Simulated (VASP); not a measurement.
# H17C36 in VASP: notebook

Runs on H17C36. Level: PBEsol. Tasks: single point.

All numbers are computed with VASP 6.6.1; they aren't measurements. Logs are shortened: lines on timing, memory, paths and dates and some standing lists are left out, and cuts for length are marked.

## (1) The cell of the first run

The cell holds a slab with vacuum, 53 atoms: a = 7.573 Å, b = 7.573 Å, c = 17.776 Å, α = 90.00°, β = 90.00°, γ = 60.00°.

## (2) Single point, PBEsol, collinear spin

Contents of INCAR:

```
PREC = Accurate
ENCUT = 520
EDIFF = 1E-6
ISMEAR = 0
SIGMA = 0.02
LREAL = Auto
LASPH = True
NELM = 150
ALGO = Normal
ISIF = 2
LWAVE = False
LCHARG = False
ISPIN = 2
MAGMOM = 0 0 0 0 0 0 0 0 0 0 0 0 0 0 0 0 0 0 0 0 0 0 0 0 0 0 0 0 0 0 0 0 0 0 0 0 0 0 0 0 0 0 0 0 0 0.3 0 0 0 0 0 0 0
LORBIT = 11
GGA = PS
NBANDS = 116
LUSENCCL = False
```

Contents of KPOINTS:

```
Automatic mesh
0
Gamma
  2 2 1
```

Contents of POSCAR:

```
H17C36
1.0
    7.5731140000      0.0000000000      0.0000000000
    3.7865570000      6.5585090000      0.0000000000
    0.0000000000      0.0000000000     17.7764260000
H C
17 36
Direct
    0.1111111721      0.1111110772      0.0562542774
    0.4444444614      0.1111110772      0.0562542774
    0.7777777507      0.1111110772      0.0562542774
    0.1111110586      0.4444444614      0.0562542774
    0.4444443479      0.4444444614      0.0562542774
    0.7777777693      0.4444444614      0.0562542774
    0.1111110772      0.7777778455      0.0562542774
    0.4444443665      0.7777778455      0.0562542774
    0.7777777879      0.7777778455      0.0562542774
    0.6638914168      0.0034735029      0.3247439615
    0.0103380507      0.0638716818      0.3221924362
    0.3333765022      0.3360376573      0.3247021645
    0.6700856509      0.3326338349      0.3234556260
   -0.0061897544      0.6630693043      0.3250807558
    0.3327788868      0.6684612311      0.3241944697
    0.6658405012      0.6688326569      0.3244065483
    0.9807582386      0.5201089150      0.3757269318
    0.1111111721      0.1111110772      0.1181339826
    0.4444444614      0.1111110772      0.1181339826
    0.7777777507      0.1111110772      0.1181339826
    0.1111110586      0.4444444614      0.1181339826
    0.4444443479      0.4444444614      0.1181339826
    0.7777777693      0.4444444614      0.1181339826
    0.1111110772      0.7777778455      0.1181339826
    0.4444443665      0.7777778455      0.1181339826
    0.7777777879      0.7777778455      0.1181339826
   -0.1111110772      0.2222221545      0.1471209680
    0.2222222121      0.2222221545      0.1471209680
    0.5555556335      0.2222221545      0.1471209680
   -0.1111110586      0.5555555386      0.1471209680
    0.2222222307      0.5555555386      0.1471209680
    0.5555556521      0.5555555386      0.1471209680
   -0.1111111721      0.8888889228      0.1471209680
    0.2222222493      0.8888889228      0.1471209680
    0.5555555386      0.8888889228      0.1471209680
   -0.1119920157      0.2290532803      0.2333037586
    0.2216617766      0.2250128802      0.2371358000
    0.5553206670      0.2242967113      0.2341434662
   -0.1115884743      0.5602036987      0.2354544721
    0.2211997523      0.5583967332      0.2344770540
    0.5547886449      0.5580326260      0.2341578673
   -0.1103001998      0.8946377904      0.2364857255
    0.2228507974      0.8928597948      0.2346465482
    0.5556923181      0.8912911456      0.2347594505
    0.0020439716      0.0119707086      0.2627115822
    0.3345372671      0.0017654927      0.2553588106
    0.6664349926      0.0033428330      0.2623273655
   -0.0019092681      0.3415203059      0.2571254199
    0.3337882383      0.3362404473      0.2622652045
    0.6661487671      0.3360962072      0.2610541624
   -0.0011580174      0.6719803236      0.2614393917
    0.3326281345      0.6695082678      0.2617645977
    0.6653181281      0.6693510674      0.2619676756
```

Potentials or basis: VASP PAW PBE potentials, release 64 (H, C).

Command:

```sh
cat potpaw_PBE.64/H/POTCAR potpaw_PBE.64/C/POTCAR > POTCAR
mpirun -np 1 vasp_std > vasp.out
```

OUTCAR:

```text
PREC = Accurate
   ENCUT = 520
   EDIFF = 1E-6
   ISMEAR = 0
   LREAL = Auto
   LASPH = True
   NELM = 150
   ISIF = 2
   ISPIN = 2
   LORBIT = 11
   GGA = PS

 ion  position               nearest neighbor table
   1  0.111  0.111  0.056-  18 1.10
   2  0.444  0.111  0.056-  19 1.10
   3  0.778  0.111  0.056-  20 1.10
   4  0.111  0.444  0.056-  21 1.10
   5  0.444  0.444  0.056-  22 1.10
   6  0.778  0.444  0.056-  23 1.10
[... 8 lines left out ...]
  15  0.333  0.668  0.324-  52 1.11
  16  0.666  0.669  0.324-  53 1.11
  17  0.981  0.520  0.376-
  18  0.111  0.111  0.118-   1 1.10  28 1.55  34 1.55  27 1.55
  19  0.444  0.111  0.118-   2 1.10  35 1.55  28 1.55  29 1.55
  20  0.778  0.111  0.118-   3 1.10  29 1.55  33 1.55  27 1.55
  21  0.111  0.444  0.118-   4 1.10  30 1.55  31 1.55  28 1.55
  22  0.444  0.444  0.118-   5 1.10  31 1.55  29 1.55  32 1.55
  23  0.778  0.444  0.118-   6 1.10  32 1.55  30 1.55  27 1.55
[... 20 lines left out ...]
  44  0.556  0.891  0.235-  46 1.50  53 1.53  47 1.54  35 1.56
  45  0.002  0.012  0.263-  11 1.14  36 1.52  43 1.53  42 1.58
  46  0.335  0.002  0.255-  43 1.49  44 1.50  37 1.50
  47  0.666  0.003  0.262-  10 1.11  38 1.53  42 1.53  44 1.54
  48  0.998  0.342  0.257-  39 1.49  37 1.51  36 1.52
  49  0.334  0.336  0.262-  12 1.11  37 1.53  38 1.54  40 1.54
  50  0.666  0.336  0.261-  13 1.11  41 1.53  38 1.54  36 1.54
  51  0.999  0.672  0.261-  14 1.14  42 1.53  39 1.53  40 1.54
  52  0.333  0.670  0.262-  15 1.11  41 1.54  40 1.54  43 1.54
  53  0.665  0.669  0.262-  16 1.11  44 1.53  41 1.54  39 1.54

  LATTYP: Found a hexagonal cell.
 ALAT       =     7.5731139049
 C/A-ratio  =     2.3473073590

  Lattice vectors:

 A1 = (  -3.7865570000,  -6.5585090000,   0.0000000000)
 A2 = (   7.5731140000,   0.0000000000,   0.0000000000)
 A3 = (   0.0000000000,   0.0000000000,  17.7764260000)

Analysis of symmetry for initial positions (statically):
=====================================================================
 Subroutine PRICEL returns:
 Original cell was already a primitive cell.

 Routine SETGRP: Setting up the symmetry group for a
 hexagonal supercell.

 Subroutine GETGRP returns: Found  1 space group operations
 (whereof  1 operations were pure point group operations)
 out of a pool of 24 trial point group operations.

The static configuration has the point symmetry C_1 .

Analysis of symmetry for dynamics (positions and initial velocities):
=====================================================================
 Subroutine PRICEL returns:
 Original cell was already a primitive cell.

 Routine SETGRP: Setting up the symmetry group for a
 hexagonal supercell.

 Subroutine GETGRP returns: Found  1 space group operations
 (whereof  1 operations were pure point group operations)
 out of a pool of 24 trial point group operations.

The dynamic configuration has the point symmetry C_1 .

Analysis of structural, dynamic, and magnetic symmetry:
=====================================================================
 Subroutine PRICEL returns:
 Original cell was already a primitive cell.

 Routine SETGRP: Setting up the symmetry group for a
 hexagonal supercell.

 Subroutine GETGRP returns: Found  1 space group operations
 (whereof  1 operations were pure point group operations)
 out of a pool of 24 trial point group operations.

The overall configuration has the point symmetry C_1 .

 Subroutine INISYM returns: Found  1 space group operations
 (whereof  1 operations are pure point group operations),
 and found     1 'primitive' translations

----------------------------------------------------------------------------------------

                                     Primitive cell

  volume of cell :     882.9255

  direct lattice vectors                    reciprocal lattice vectors
     7.573114000  0.000000000  0.000000000     0.132046078 -0.076236840  0.000000000
[... 151 lines left out ...]
   total plane-waves  NPLWV = 439040
   dimension x,y,z NGX =    56 NGY =   56 NGZ =  140
   dimension x,y,z NGXF=   112 NGYF=  112 NGZF=  280
   ions per type =              17  36
   NGX,Y,Z   is equivalent  to a cutoff of  12.29, 12.29, 13.09 a.u.
   NGXF,Y,Z  is equivalent  to a cutoff of  24.59, 24.59, 26.19 a.u.
 SYSTEM =  unknown system
   PREC   = accura    normal or accurate (medium, high low for compatibility)
   ISTART =      0    job   : 0-new  1-cont  2-samecut
   ICHARG =      2    charge: 1-file 2-atom 10-const
   ISPIN  =      2    spin polarized calculation?
   LNONCOLLINEAR =      F non collinear calculations
   LSORBIT =      F    spin-orbit coupling
   LASPH  =      T    aspherical Exc in radial PAW
   ENCUT  =  520.0 eV  38.22 Ry    6.18 a.u.  14.08 14.08 33.05*2*pi/ulx,y,z
   NELM   =    150;   NELMIN=  2; NELMDL= -5     # of ELM steps
   EDIFF  = 0.1E-05   stopping-criterion for ELM
   LREAL  =      T    real-space projection
   EDIFFG = 0.1E-04   stopping-criterion for IOM
   NSW    =      0    number of steps for IOM
   IBRION =     -1    ionic relax: 0-MD 1-quasi-New 2-CG
   NFREE  =      0    steps in history (QN), initial steepest desc. (CG)
   ISIF   =      2    stress and relaxation
   ISYM   =      2    0-nonsym 1-usesym 2-fastsym
   POTIM  = 0.5000    time-step for ionic-motion
   TEBEG  =    0.0;   TEEND  =   0.0 temperature during run
   PSTRESS=    0.0 pullay stress
   NELECT =     161.0000    total number of electrons
   NUPDOWN=      -1.0000    fix difference up-down
   EMIN   =  10.00;   EMAX   =-10.00  energy-range for DOS
   EFERMI =   0.00;   METHOD = LEGACY
   ISMEAR =     0;   SIGMA  =   0.02  broadening in eV -4-tet -1-fermi 0-gaus
   EFERMI_NEDOS =   21; number of points for ismear=-14 and -15
   IALGO  =     38    algorithm
   IMIX   =      4    mixing-type and parameters
     AMIX     =   0.40;   BMIX     =  1.00
     AMIX_MAG =   1.60;   BMIX_MAG =  1.00
  volume/ion in A,a.u.               =      16.66       112.42
  Fermi-wavevector in a.u.,A,eV,Ry     =   0.928344  1.754315 11.725799  0.861822
  Thomas-Fermi vector in A             =   2.054510
   LORBIT       =     11    0 simple, 1 ext, 2 COOP (PROOUT), +10 PAW based schemes
   GGA     = PS    functional components
   LHFCALC =     F    Hartree Fock is set to
   AEXX    =    0.0000 exact exchange contribution
   IVDW    =     0    specifies the selected vdW correction
   LEPSILON=     F    determine dielectric tensor
   LRPA    =     F    only Hartree local field effects (RPA)
 spin polarized calculation
 Gauss-broadening in eV      SIGMA  =   0.02
  energy-cutoff  :      520.00
  volume of cell :      882.93
 maximum number of plane-waves:     23770
   NGX = 29   NGY = 29   NGZ = 67

 number of electron     161.0000001 magnetization       0.9999850

 Free energy of the ion-electron system (eV)
  ---------------------------------------------------
  ext. energy  EPLUGINS =         0.00000000
  ---------------------------------------------------
  free energy    TOTEN  =      -400.43668526 eV

  energy without entropy =     -400.43668526  energy(sigma->0) =     -400.43668526

 E-fermi :  -0.5871     XC(G=0):  -4.6775

 val. band max:       -0.6800913942   @ k =   0.5000   0.0000   0.0000
 cond. band min:       0.2310872250   @ k =   0.0000   0.0000   0.0000
 fundamental gap:      0.9111786192
 Fermi energy:        -0.5870692821

 spin component 1

 k-point     1 :       0.0000    0.0000    0.0000
  band No.  band energies     occupation
      1     -20.8994      1.00000
      2     -18.3662      1.00000
      3     -18.3351      1.00000
      4     -18.2632      1.00000
      5     -18.1999      1.00000
      6     -18.1681      1.00000
[... 369 lines left out ...]
     91       4.7103      0.00000
     92       4.9568      0.00000
 Fermi energy:        -0.5870692821

 spin component 2

 k-point     1 :       0.0000    0.0000    0.0000
  band No.  band energies     occupation
      1     -20.8653      1.00000
      2     -18.3336      1.00000
      3     -18.2689      1.00000
      4     -18.2318      1.00000
      5     -18.1786      1.00000
      6     -18.1452      1.00000
[... 369 lines left out ...]
     91       4.7294      0.00000
     92       4.9993      0.00000
 [bands above 92 left out]

------------------------ aborting loop because EDIFF is reached ----------------------------------------

  FORCE on cell =-STRESS in cart. coord.  units (eV):
  Direction    XX          YY          ZZ          XY          YZ          ZX
  --------------------------------------------------------------------------------------
  -------------------------------------------------------------------------------------
  Total       -6.8154232     -5.6993256     -4.1784278     -1.2562769     -8.4860069     -3.9511176
  in kB      -12.3674269    -10.3421299     -7.5822731     -2.2796695    -15.3989071     -7.1697907
  external PRESSURE =     -10.0972766 kB  Pullay stress =       0.0000000 kB

 VOLUME and BASIS-vectors are now :
 -----------------------------------------------------------------------------
  energy-cutoff  :      520.00
  volume of cell :      882.93
      direct lattice vectors                 reciprocal lattice vectors
     7.573114000  0.000000000  0.000000000     0.132046078 -0.076236840  0.000000000
     3.786557000  6.558509000  0.000000000     0.000000000  0.152473680  0.000000000
     0.000000000  0.000000000 17.776426000     0.000000000  0.000000000  0.056254277

 POSITION                                       TOTAL-FORCE (eV/Angst)
 -----------------------------------------------------------------------------------
      1.26219      0.72872      1.00000         0.021228      0.014228     -0.289095
      3.78656      0.72872      1.00000        -0.040500      0.021041     -0.315908
      6.31093      0.72872      1.00000         0.033195      0.036059     -0.349394
      2.52437      2.91489      1.00000        -0.007076     -0.005397     -0.278215
      5.04874      2.91489      1.00000         0.003380      0.017478     -0.345934
      7.57311      2.91489      1.00000         0.019129      0.050835     -0.302448
[... 45 lines left out ...]
      5.05416      4.39098      4.65324         0.016976      0.030133      0.010163
      7.57307      4.38994      4.65685         0.002957      0.057016     -0.145574
 -----------------------------------------------------------------------------------
    total drift:                                0.016355      0.002996      0.074761

  FREE ENERGIE OF THE ION-ELECTRON SYSTEM (eV)
  ---------------------------------------------------
  free  energy   TOTEN  =      -400.4366852552 eV

  energy  without entropy=     -400.4366852552  energy(sigma->0) =     -400.43668526

 total charge

# of ion       s       p       d       tot
------------------------------------------
    1        0.641   0.043   0.000   0.684
    2        0.641   0.043   0.000   0.685
    3        0.643   0.043   0.000   0.686
    4        0.640   0.043   0.000   0.683
    5        0.643   0.043   0.000   0.686
    6        0.642   0.043   0.000   0.685
[... 45 lines left out ...]
   52        0.831   1.753   0.000   2.584
   53        0.833   1.757   0.000   2.590
--------------------------------------------------
tot         40.351  63.195   0.000 103.545

 magnetization (x)

# of ion       s       p       d       tot
------------------------------------------
    1        0.001  -0.000   0.000   0.001
    2        0.001  -0.000   0.000   0.001
    3        0.000   0.000   0.000   0.000
    4        0.001   0.000   0.000   0.001
    5       -0.000   0.000   0.000   0.000
    6        0.000   0.000   0.000   0.000
[... 45 lines left out ...]
   52        0.001   0.005   0.000   0.006
   53        0.001   0.005   0.000   0.006
--------------------------------------------------
tot          0.059   0.471   0.000   0.530
```

Run time: 5.7 min. Hardware: 1 × NVIDIA H100 80GB with 1 thread of AMD EPYC 7R13 (Zen 3), shared host; peak memory 2.1 GiB.

What came out:

```yaml
Free_energy: -400.4367 eV
Largest_force: 1.940 eV/Å
Band_gap_on_the_k_mesh: 0.91 eV (least direct gap 1.06 eV)
Net_moment: 1.00 μB per cell
Site_moments: H +0.00, -0.00 (each value once); C -0.00, +0.00, +0.01, +0.03, -0.01, +0.40, +0.02 (each value once) μB
Valence_electrons_inside_the_program's_atomic_spheres: H 0.68, 0.69, 0.64, 0.67, 0.65, 0.40 (each value once); C 2.58, 2.56, 2.52, 2.55, 2.53, 2.59, 2.57, 2.48 (each value once)
```

Forces on the atoms (eV/Å):
```
H    0.021  0.014 -0.289
H   -0.041  0.021 -0.316
H    0.033  0.036 -0.349
H   -0.007 -0.005 -0.278
H    0.003  0.017 -0.346
H    0.019  0.051 -0.302
H    0.011  0.014 -0.360
H    0.007  0.019 -0.336
H    0.041  0.002 -0.314
H   -0.009  0.040  0.023
H   -1.075 -1.614  0.023
H    0.005  0.034  0.022
H   -0.009  0.053  0.053
H   -0.004 -0.164  0.185
H    0.011  0.010  0.027
H    0.113 -0.076  0.062
H   -0.357 -1.047 -0.693
C    0.011 -0.001  1.479
C    0.102 -0.044  1.520
C   -0.100 -0.053  1.385
C    0.024  0.058  1.556
C    0.003 -0.006  1.342
C   -0.034 -0.006  1.308
C   -0.059 -0.012  1.372
C   -0.002  0.002  1.380
C    0.065  0.135  1.589
C    0.182  0.493 -1.631
C   -0.069  0.245 -1.338
C    0.019  0.072 -0.876
C    0.102  0.117 -1.304
C    0.047  0.161 -0.844
C    0.000  0.144 -0.888
C    0.406  0.420 -0.409
C   -0.035  0.024 -1.212
C    0.214  0.030 -1.229
C    0.058  0.146  0.130
C   -0.005  0.126  0.080
C    0.018  0.022 -0.025
C    0.029  0.062  0.099
C    0.028  0.007  0.052
C    0.013  0.019  0.009
C   -0.034  0.061 -0.030
C   -0.001 -0.003 -0.029
C    0.009  0.036  0.006
C    0.000 -0.092  0.264
C   -0.010  0.029  0.091
C    0.010  0.018 -0.005
C    0.118  0.157 -0.121
C    0.030  0.013  0.018
C    0.043  0.029  0.053
C    0.033  0.098 -0.466
C    0.017  0.030  0.010
C    0.003  0.057 -0.146
```

Caveat: the k points lie up to 0.48 Å⁻¹ apart; there is no dipole correction, which matters where the two faces differ; the PAW data sets were made with another functional, which shifts forces and pressure a little.

[end of part 1 of 2]
